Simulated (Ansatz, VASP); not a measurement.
# NbTe6Mo2: VASP beside Ansatz

```xyz
9
Lattice="3.5649 0.0000 0.0000 -1.7825 3.0873 0.0000 0.0000 0.0000 23.5056" Properties=species:S:1:pos:R:3 pbc="T T T"
Nb    0.0000    0.0000    0.0000
Te    1.7825    1.0291    6.0661
Te    1.7825    1.0291   13.7727
Te    1.7825    1.0291   21.6035
Te    0.0000    2.0582    1.9022
Te    0.0000    2.0582    9.7330
Te    0.0000    2.0582   17.4396
Mo    0.0000    0.0000    7.8999
Mo    0.0000    0.0000   15.6058
```

Alike in both runs: functional PBE; k mesh 12 × 12 × 2; occupations gaussian, width 0.1 eV; no spin polarisation.

Ansatz relaxed the structure, and its values are those at the end. VASP's run is a single point on that final structure, the one shown.

|  | VASP | Ansatz |
| --- | --- | --- |
| version | VASP 6.6.1 | Ansatz 0.2.0 |
| potentials or method | VASP PAW PBE potentials, release 64 (Nb_sv, Te, Mo_sv), cutoff 520 eV | scalar-relativistic, plane waves, PAW |
| valence electrons in the cell | 77 | 137 |

|  | VASP | Ansatz | Ansatz less VASP |
| --- | --- | --- | --- |
| gap on the k mesh at the Fermi level (eV) | none | none | - |
| pressure (GPa) | 0.0 | 0.0 | +0.03 |
| rms of the force components (eV/Å) | 0.006 | 0.001 | -0.0047 |

A gap of «none» marks a metal or a gap that the smearing closes. The functional is the same, so the differences come from potentials, cutoffs and numerics. VASP's potentials hold 77 valence electrons a cell and Ansatz's 137, so a difference there can come from the potentials and not from the codes.

Neither program's run includes spin-orbit coupling.
